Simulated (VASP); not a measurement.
# SnO2 in VASP: a series of runs

SnO2 is run at these levels: PBE; tasks: single point.

All numbers are computed with VASP 6.6.1; they aren't measurements. Logs are shortened: lines on timing, memory, paths and dates and some standing lists are left out, and cuts for length are marked.

## Step 1: The cell of the first run

The typed cell holds 6 atoms: a = 4.827 Å, b = 4.828 Å, c = 3.238 Å, α = 90.00°, β = 90.00°, γ = 90.00°.

## Step 2: Single point, PBE

INCAR

```
SYSTEM = SnO2
PREC     = Accurate       ! precision mode
ENCUT    = 520            ! plane-wave cutoff, eV
EDIFF    = 1E-6           ! SCF threshold, eV
ISMEAR   = 0              ! smearing method
SIGMA    = 0.05           ! smearing width, eV
LREAL    = .False.        ! projectors in reciprocal space
LASPH    = .True.         ! aspherical terms in the spheres
NELM     = 80             ! most SCF steps
ALGO     = Normal         ! electronic algorithm
ISIF     = 2              ! what is computed and relaxed
LWAVE    = .False.        ! write WAVECAR
LCHARG   = .True.         ! write CHGCAR
GGA      = PE             ! functional
LELF     = .True.         ! ELF
LVHAR    = .True.       
NBANDS   = 35             ! bands
```

KPOINTS

```
Automatic mesh
0
Gamma
  6 6 8
  0 0 0
```

POSCAR

```
SnO2
1.0
    4.8265176357      0.0000000000      0.0000000000
    0.0000000000      4.8283676035      0.0000000000
    0.0000000000      0.0000000000      3.2381666599
Sn O
2 4
Direct
    0.5000000000      0.5000000000      0.5000000000
    0.0000000000      0.0000000000      0.0000000000
    0.3064962475      0.3066616298      0.0000000000
    0.8064962475      0.1933383702      0.5000000000
    0.1935037525      0.8066616298      0.5000000000
    0.6935037525      0.6933383702      0.0000000000
```

Potentials or basis: VASP PAW PBE potentials, release 64 (Sn_d, O).

Run with:

```bash
cat potpaw_PBE.64/Sn_d/POTCAR potpaw_PBE.64/O/POTCAR > POTCAR
mpirun -np 1 vasp_std > vasp.out
```

OUTCAR:

```text
SYSTEM = SnO2
   PREC = Accurate
   ENCUT = 520
   EDIFF = 1E-6
   ISMEAR = 0
   LREAL = .False.
   LASPH = .True.
   NELM = 80
   ISIF = 2
   GGA = PE

 ion  position               nearest neighbor table
   1  0.500  0.500  0.500-   3 2.09   6 2.09   3 2.09   6 2.09   5 2.09   4 2.09
   2  0.000  0.000  0.000-   4 2.09   5 2.09   4 2.09   5 2.09   3 2.09   6 2.09
   3  0.306  0.307  0.000-   1 2.09   1 2.09   2 2.09
   4  0.806  0.193  0.500-   2 2.09   2 2.09   1 2.09
   5  0.194  0.807  0.500-   2 2.09   2 2.09   1 2.09
   6  0.694  0.693  0.000-   1 2.09   1 2.09   2 2.09

  LATTYP: Found a simple orthorhombic cell.
 ALAT       =     3.2381666599
 B/A-ratio  =     1.4905093353
 C/A-ratio  =     1.4910806362

  Lattice vectors:

 A1 = (   0.0000000000,   0.0000000000,   3.2381666599)
 A2 = (   4.8265176357,   0.0000000000,   0.0000000000)
 A3 = (   0.0000000000,   4.8283676035,   0.0000000000)

Analysis of symmetry for initial positions (statically):
=====================================================================
 Subroutine PRICEL returns:
 Original cell was already a primitive cell.

 Routine SETGRP: Setting up the symmetry group for a
 simple orthorhombic supercell.

 Subroutine GETGRP returns: Found  8 space group operations
 (whereof  4 operations were pure point group operations)
 out of a pool of  8 trial point group operations.

The static configuration has the point symmetry C_2h.
 The point group associated with its full space group is D_2h.

Analysis of symmetry for dynamics (positions and initial velocities):
=====================================================================
 Subroutine PRICEL returns:
 Original cell was already a primitive cell.

 Routine SETGRP: Setting up the symmetry group for a
 simple orthorhombic supercell.

 Subroutine GETGRP returns: Found  8 space group operations
 (whereof  4 operations were pure point group operations)
 out of a pool of  8 trial point group operations.

The dynamic configuration has the point symmetry C_2h.
 The point group associated with its full space group is D_2h.

 Subroutine INISYM returns: Found  8 space group operations
 (whereof  4 operations are pure point group operations),
 and found     1 'primitive' translations

----------------------------------------------------------------------------------------

                                     Primitive cell

  volume of cell :      75.4629

  direct lattice vectors                    reciprocal lattice vectors
     4.826517636  0.000000000  0.000000000     0.207188718  0.000000000  0.000000000
     0.000000000  4.828367604  0.000000000     0.000000000  0.207109334  0.000000000
     0.000000000  0.000000000  3.238166660     0.000000000  0.000000000  0.308816718

  length of vectors
     4.826517636  4.828367604  3.238166660     0.207188718  0.207109334  0.308816718

  position of ions in fractional coordinates (direct lattice)
     0.500000000  0.500000000  0.500000000
     0.000000000  0.000000000  0.000000000
     0.306496248  0.306661630  0.000000000
     0.806496248  0.193338370  0.500000000
     0.193503752  0.806661630  0.500000000
     0.693503752  0.693338370  0.000000000

  ion indices of the primitive-cell ions
   primitive index   ion index
                 1           1
                 2           2
                 3           3
                 4           4
                 5           5
                 6           6

----------------------------------------------------------------------------------------

 KPOINTS: Automatic mesh

Automatic generation of k-mesh.
 Grid dimensions read from file:
 generate k-points for:    6    6    8

 Generating k-lattice:

  Cartesian coordinates                     Fractional coordinates (reciprocal lattice)
     0.034531453  0.000000000  0.000000000     0.166666667  0.000000000  0.000000000
     0.000000000  0.034518222  0.000000000     0.000000000  0.166666667  0.000000000
     0.000000000  0.000000000  0.038602090     0.000000000  0.000000000  0.125000000

  Length of vectors
     0.034531453  0.034518222  0.038602090

  Shift w.r.t. Gamma in fractional coordinates (k-lattice)
     0.000000000  0.000000000  0.000000000

 Subroutine IBZKPT returns following result:
 ===========================================

 Found     80 irreducible k-points:

 Following reciprocal coordinates:
            Coordinates               Weight
  0.000000  0.000000  0.000000      1.000000
  0.166667  0.000000  0.000000      2.000000
  0.333333  0.000000  0.000000      2.000000
  0.500000  0.000000  0.000000      1.000000
  0.000000  0.166667  0.000000      2.000000
  0.166667  0.166667  0.000000      4.000000
[... 16 lines left out ...]
  0.333333  0.166667  0.125000      8.000000
  0.500000  0.166667  0.125000      4.000000
 [... further k-points ...]
   k-points           NKPTS =     80   k-points in BZ     NKDIM =     80   number of bands    NBANDS=     35
   number of dos      NEDOS =    301   number of ions     NIONS =      6
   total plane-waves  NPLWV =  31104
   dimension x,y,z NGX =    36 NGY =   36 NGZ =   24
   dimension x,y,z NGXF=    72 NGYF=   72 NGZF=   48
   ions per type =               2   4
   NGX,Y,Z   is equivalent  to a cutoff of  12.40, 12.40, 12.32 a.u.
   NGXF,Y,Z  is equivalent  to a cutoff of  24.80, 24.79, 24.64 a.u.
 SYSTEM =  SnO2
   PREC   = accura    normal or accurate (medium, high low for compatibility)
   ISTART =      0    job   : 0-new  1-cont  2-samecut
   ICHARG =      2    charge: 1-file 2-atom 10-const
   ISPIN  =      1    spin polarized calculation?
   LNONCOLLINEAR =      F non collinear calculations
   LSORBIT =      F    spin-orbit coupling
   LASPH  =      T    aspherical Exc in radial PAW
   ENCUT  =  520.0 eV  38.22 Ry    6.18 a.u.   8.97  8.98  6.02*2*pi/ulx,y,z
   NELM   =     80;   NELMIN=  2; NELMDL= -5     # of ELM steps
   EDIFF  = 0.1E-05   stopping-criterion for ELM
   LREAL  =      F    real-space projection
   EDIFFG = 0.1E-04   stopping-criterion for IOM
   NSW    =      0    number of steps for IOM
   IBRION =     -1    ionic relax: 0-MD 1-quasi-New 2-CG
   NFREE  =      0    steps in history (QN), initial steepest desc. (CG)
   ISIF   =      2    stress and relaxation
   ISYM   =      2    0-nonsym 1-usesym 2-fastsym
   POTIM  = 0.5000    time-step for ionic-motion
   TEBEG  =    0.0;   TEEND  =   0.0 temperature during run
   PSTRESS=    0.0 pullay stress
   NELECT =      52.0000    total number of electrons
   NUPDOWN=      -1.0000    fix difference up-down
   EMIN   =  10.00;   EMAX   =-10.00  energy-range for DOS
   EFERMI =   0.00;   METHOD = LEGACY
   ISMEAR =     0;   SIGMA  =   0.05  broadening in eV -4-tet -1-fermi 0-gaus
   EFERMI_NEDOS =   21; number of points for ismear=-14 and -15
   IALGO  =     38    algorithm
   IMIX   =      4    mixing-type and parameters
     AMIX     =   0.40;   BMIX     =  1.00
     AMIX_MAG =   1.60;   BMIX_MAG =  1.00
  volume/ion in A,a.u.               =      12.58        84.87
  Fermi-wavevector in a.u.,A,eV,Ry     =   1.445988  2.732522 28.448182  2.090882
  Thomas-Fermi vector in A             =   2.564108
   LORBIT       =      0    0 simple, 1 ext, 2 COOP (PROOUT), +10 PAW based schemes
   GGA     = PE    functional components
   LHFCALC =     F    Hartree Fock is set to
   AEXX    =    0.0000 exact exchange contribution
   IVDW    =     0    specifies the selected vdW correction
   LEPSILON=     F    determine dielectric tensor
   LRPA    =     F    only Hartree local field effects (RPA)
 non-spin polarized calculation
 Gauss-broadening in eV      SIGMA  =   0.05
  energy-cutoff  :      520.00
  volume of cell :       75.46
 maximum number of plane-waves:      2060
 NGX is ok and might be reduce to    36
   NGX = 17   NGY = 17   NGZ = 13

 number of electron      52.0000002 magnetization

 Free energy of the ion-electron system (eV)
  ---------------------------------------------------
  ext. energy  EPLUGINS =         0.00000000
  ---------------------------------------------------
  free energy    TOTEN  =       -37.31099274 eV

  energy without entropy =      -37.31099274  energy(sigma->0) =      -37.31099274

 E-fermi :   5.7854     XC(G=0): -10.9759

 val. band max:        5.5311628245   @ k =   0.0000   0.0000   0.0000
 cond. band min:       6.2000097937   @ k =   0.0000   0.0000   0.0000
 fundamental gap:      0.6688469692
 Fermi energy:         5.7854417525

 k-point     1 :       0.0000    0.0000    0.0000
  band No.  band energies     occupation
      1     -15.5043      2.00000
      2     -14.8401      2.00000
      3     -14.6469      2.00000
      4     -14.6196      2.00000
      5     -14.6196      2.00000
      6     -14.5539      2.00000
[... 27 lines left out ...]
     34      17.0134      0.00000
     35      17.8131      0.00000

 k-point     2 :       0.1667    0.0000    0.0000
  band No.  band energies     occupation
      1     -15.4669      2.00000
      2     -14.8820      2.00000
      3     -14.6461      2.00000
      4     -14.6182      2.00000
      5     -14.6181      2.00000
      6     -14.5824      2.00000
[... 27 lines left out ...]
     34      17.1157      0.00000
     35      17.7885      0.00000

 k-point     3 :       0.3333    0.0000    0.0000
  band No.  band energies     occupation
      1     -15.3590      2.00000
      2     -15.0152      2.00000
      3     -14.6434      2.00000
      4     -14.6203      2.00000
      5     -14.6151      2.00000
      6     -14.6150      2.00000
[... 27 lines left out ...]
     34      17.4784      0.00000
     35      17.7698      0.00000
[... 723 lines left out ...]
 k-point    23 :       0.3333    0.1667    0.1250
  band No.  band energies     occupation
      1     -15.2993      2.00000
      2     -15.0295      2.00000
      3     -14.7390      2.00000
      4     -14.7260      2.00000
      5     -14.6081      2.00000
      6     -14.5750      2.00000
[... 27 lines left out ...]
     34      17.5495      0.00000
     35      17.7263      0.00000

 k-point    24 :       0.5000    0.1667    0.1250
  band No.  band energies     occupation
      1     -15.1755      2.00000
      2     -15.1755      2.00000
      3     -14.7332      2.00000
      4     -14.7332      2.00000
      5     -14.5923      2.00000
      6     -14.5923      2.00000
[... 27 lines left out ...]
     34      17.4722      0.00000
     35      17.7384      0.00000

 [... further k-points ...]
[... 5 lines left out ...]
  --------------------------------------------------------------------------------------
  -------------------------------------------------------------------------------------
  Total        0.2466071      0.2353012      0.3773304      0.0000000      0.0000000      0.0000000
  in kB        5.2357961      4.9957576      8.0112251      0.0000000      0.0000000      0.0000000
  external PRESSURE =       6.0809263 kB  Pullay stress =       0.0000000 kB

 VOLUME and BASIS-vectors are now :
 -----------------------------------------------------------------------------
  energy-cutoff  :      520.00
  volume of cell :       75.46
      direct lattice vectors                 reciprocal lattice vectors
     4.826517636  0.000000000  0.000000000     0.207188718  0.000000000  0.000000000
     0.000000000  4.828367604  0.000000000     0.000000000  0.207109334  0.000000000
     0.000000000  0.000000000  3.238166660     0.000000000  0.000000000  0.308816718

 POSITION                                       TOTAL-FORCE (eV/Angst)
 -----------------------------------------------------------------------------------
      2.41326      2.41418      1.61908         0.000000      0.000000      0.000000
      0.00000      0.00000      0.00000         0.000000      0.000000      0.000000
      1.47931      1.48068      0.00000        -0.011689     -0.011861      0.000000
      3.89257      0.93351      1.61908        -0.011689      0.011861      0.000000
      0.93395      3.89486      1.61908         0.011689     -0.011861      0.000000
      3.34721      3.34769      0.00000         0.011689      0.011861      0.000000
 -----------------------------------------------------------------------------------
    total drift:                                0.000000      0.000000     -0.000000

  FREE ENERGIE OF THE ION-ELECTRON SYSTEM (eV)
  ---------------------------------------------------
  free  energy   TOTEN  =       -37.3109927408 eV

  energy  without entropy=      -37.3109927408  energy(sigma->0) =      -37.31099274
```

Run time: 2.6 min. Hardware: 1 thread of Intel Xeon Platinum 8259CL at 2.50GHz (Skylake/Cascade Lake), shared host; peak memory 0.29 GiB.

What came out:

| Item | Value |
| --- | --- |
| Free energy | -37.3110 eV |
| Pressure | 0.6 GPa |
| Largest force | 0.017 eV/Å |
| Band gap on the k mesh | 0.67 eV |

Forces in eV/Å, atoms in the order of the input:
```
Sn   0.000  0.000  0.000
Sn   0.000  0.000  0.000
O   -0.012 -0.012  0.000
O   -0.012  0.012  0.000
O    0.012 -0.012  0.000
O    0.012  0.012  0.000
```

Caveat: spin-orbit coupling is left out, which moves the levels of the heavy elements.

## Step 3: Single point, PBE

INCAR

```
SYSTEM = SnO2
  ALGO = Normal
  EDIFF = 1E-6
  ENCUT = 520
  GGA = PE
  ISIF = 2
  ISMEAR = 0
  LASPH = .TRUE.
  LCHARG = .FALSE.
  LREAL = .FALSE.
  LWAVE = .FALSE.
  NBANDS = 35
  NELM = 100
  PREC = Accurate
  SIGMA = 0.05
```

KPOINTS

```
k-points
0
G
  6 6 10
  0 0 0
```

POSCAR is that of step 2.

Potentials or basis: VASP PAW PBE potentials, release 64 (Sn_d, O).

Run with:

```bash
cat potpaw_PBE.64/Sn_d/POTCAR potpaw_PBE.64/O/POTCAR > POTCAR
mpirun -np 1 vasp_std > vasp.out
```

OUTCAR:

```text
SYSTEM = SnO2
   EDIFF = 1E-6
   ENCUT = 520
   GGA = PE
   ISIF = 2
   ISMEAR = 0
   LASPH = .TRUE.
   LREAL = .FALSE.
   NELM = 100
   PREC = Accurate

 ion  position               nearest neighbor table
   1  0.500  0.500  0.500-   3 2.09   6 2.09   3 2.09   6 2.09   5 2.09   4 2.09
   2  0.000  0.000  0.000-   4 2.09   5 2.09   4 2.09   5 2.09   3 2.09   6 2.09
   3  0.306  0.307  0.000-   1 2.09   1 2.09   2 2.09
   4  0.806  0.193  0.500-   2 2.09   2 2.09   1 2.09
   5  0.194  0.807  0.500-   2 2.09   2 2.09   1 2.09
[... 1124 lines left out ...]
  -------------------------------------------------------------------------------------
  Total        0.2470771      0.2358725      0.3777154     -0.0000000      0.0000000      0.0000000
  in kB        5.2457760      5.0078875      8.0194004     -0.0000000      0.0000000      0.0000000
  external PRESSURE =       6.0910213 kB  Pullay stress =       0.0000000 kB

 VOLUME and BASIS-vectors are now :
 -----------------------------------------------------------------------------
  energy-cutoff  :      520.00
  volume of cell :       75.46
      direct lattice vectors                 reciprocal lattice vectors
     4.826517636  0.000000000  0.000000000     0.207188718  0.000000000  0.000000000
     0.000000000  4.828367604  0.000000000     0.000000000  0.207109334  0.000000000
     0.000000000  0.000000000  3.238166660     0.000000000  0.000000000  0.308816718

 POSITION                                       TOTAL-FORCE (eV/Angst)
 -----------------------------------------------------------------------------------
      2.41326      2.41418      1.61908        -0.000000      0.000000      0.000000
      0.00000      0.00000      0.00000        -0.000000      0.000000      0.000000
      1.47931      1.48068      0.00000        -0.011744     -0.011918      0.000000
      3.89257      0.93351      1.61908        -0.011744      0.011918      0.000000
      0.93395      3.89486      1.61908         0.011744     -0.011918      0.000000
      3.34721      3.34769      0.00000         0.011744      0.011918     -0.000000
 -----------------------------------------------------------------------------------
    total drift:                                0.000000      0.000000     -0.000000

  FREE ENERGIE OF THE ION-ELECTRON SYSTEM (eV)
  ---------------------------------------------------
  free  energy   TOTEN  =       -37.3111074690 eV

  energy  without entropy=      -37.3111074690  energy(sigma->0) =      -37.31110747
```

OSZICAR:

```text
N       E                     dE             d eps       ncg     rms          rms(c)
DAV:   1     0.641644836200E+03    0.64164E+03   -0.25590E+04  7391   0.230E+03
DAV:   2     0.588073654563E+02   -0.58284E+03   -0.54937E+03  7248   0.608E+02
DAV:   3    -0.381728025072E+02   -0.96980E+02   -0.95184E+02  7292   0.207E+02
DAV:   4    -0.433119981872E+02   -0.51392E+01   -0.50973E+01  8549   0.515E+01
DAV:   5    -0.434460453318E+02   -0.13405E+00   -0.13382E+00  8387   0.880E+00    0.156E+01
DAV:   6    -0.372386438748E+02    0.62074E+01   -0.17665E+01 10665   0.643E+01    0.604E+00
DAV:   7    -0.373417814538E+02   -0.10314E+00   -0.20060E+00  7817   0.788E+00    0.317E+00
DAV:   8    -0.373180746536E+02    0.23707E-01   -0.18495E-01 10093   0.384E+00    0.738E-01
DAV:   9    -0.373102308524E+02    0.78438E-02   -0.34424E-02 10965   0.278E+00    0.128E-01
DAV:  10    -0.373110253921E+02   -0.79454E-03   -0.40933E-03  8673   0.556E-01    0.464E-02
DAV:  11    -0.373111091762E+02   -0.83784E-04   -0.19111E-04 10170   0.116E-01    0.198E-02
DAV:  12    -0.373111102010E+02   -0.10248E-05   -0.12742E-05 10126   0.256E-02    0.129E-02
DAV:  13    -0.373111072114E+02    0.29896E-05   -0.80949E-06  7995   0.372E-02    0.242E-03
DAV:  14    -0.373111074690E+02   -0.25762E-06   -0.57959E-07  4287   0.543E-03
   1 F= -.37311107E+02 E0= -.37311107E+02  d E =-.455617E-15
```

stdout:

```text
POSCAR found type information on POSCAR SnO
 POSCAR found :  2 types and       6 ions
 scaLAPACK will be used
 LDA part: xc-table for (Slater+PW92), standard interpolation
 POSCAR, INCAR and KPOINTS ok, starting setup
 FFT: planning ... GRIDC
 FFT: planning ... GRID_SOFT
 FFT: planning ... GRID
 WAVECAR not read
 entering main loop
```

It took 3.2 min on 1 thread of Intel Xeon Platinum 8259CL at 2.50GHz (Skylake/Cascade Lake), shared host; peak memory 0.32 GiB.

What came out:

| Property | Result |
| --- | --- |
| Free energy | -37.3111 eV |
| Pressure | 0.6 GPa |
| Largest force | 0.017 eV/Å |
| Band gap on the k mesh | 0.67 eV |

Forces in eV/Å, atoms in the order of the input:
```
Sn   0.000  0.000  0.000
Sn   0.000  0.000  0.000
O   -0.012 -0.012  0.000
O   -0.012  0.012  0.000
O    0.012 -0.012  0.000
O    0.012  0.012  0.000
```

Caveat: spin-orbit coupling is left out, which moves the levels of the heavy elements.

(Part 1 of 2 ends here.)
